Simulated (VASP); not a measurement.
Here is a VASP 6.6.1 calculation.

File INCAR:

```
SYSTEM = GaN
PREC = Accurate
ENCUT = 520
EDIFF = 1E-6
ISMEAR = -1
SIGMA = 0.05
LREAL = .False.
LASPH = .True.
NELM = 100
ALGO = Normal
ISIF = 2
LWAVE = .False.
LCHARG = .False.
NBANDS = 16
```

The input KPOINTS:

```
regular mesh
0
Gamma
  10 10 10
  0 0 0
```

File POSCAR:

```
GaN
1.0
    0.0000000000      2.2535006075      2.2535006075
    2.2535006075      0.0000000000      2.2535006075
    2.2535006075      2.2535006075      0.0000000000
Ga N
1 1
Direct
    0.0000000000      0.0000000000      0.0000000000
    0.2500000000      0.2500000000      0.2500000000
```

Potentials or basis: VASP PAW LDA potentials, release 64 (Ga_d, N).

The run is started by

```console
$ cat potpaw_LDA.64/Ga_d/POTCAR potpaw_LDA.64/N/POTCAR > POTCAR
$ mpirun -np 1 vasp_std > vasp.out
```

Q: What does it give for the pressure?

A: -5.5 GPa.

Q: Estimate the band gap on the k mesh.

A: 1.75 eV, direct.
